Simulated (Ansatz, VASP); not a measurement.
# One calculation of MnSb, two programs

```
Sb Mn
1.0
     4.06528    0.00000    0.00000
    -2.03264    3.52064    0.00000
     0.00000    0.00000    5.66201
Sb Mn
2 2
Cartesian
  2.0326 1.1735 4.2465
  0.0000 2.3471 1.4155
  0.0000 0.0000 2.8310
  0.0000 0.0000 0.0000
```

Alike in both runs: task single point; functional PBEsol; k mesh 7 × 7 × 5; occupations fermi-dirac, width 0.05 eV; collinear spin.

```csv
,VASP,Ansatz
version,VASP 6.6.1,Ansatz 0.2.0
potentials or method,"VASP PAW PBE potentials, release 64 (Sb, Mn_pv)",Ansatz PAW
plane-wave cutoff (eV),520,420
valence electrons in the cell,36,60
```

```tsv
	VASP	Ansatz	Ansatz less VASP
gap on the k mesh at the Fermi level (eV)	none	none	-
pressure (GPa)	-4.3	-4.4	-0.05
traceless stress, the component that is largest in VASP (GPa)	-0.93	-0.94	-0.005
net moment per atom (μB)	1.58	1.58	+0.003
size of the moment on the site where the two differ most (μB)	3.19	3.21	+0.017
```

VASP's potentials were made for PBE, not for PBEsol. Site moments also hang on the region over which each program counts them. A gap of «none» marks a metal or a gap that the smearing closes. VASP's potentials hold 36 valence electrons a cell and Ansatz's 60, so a difference there can come from the potentials and not from the codes.

Spin-orbit coupling is off throughout.
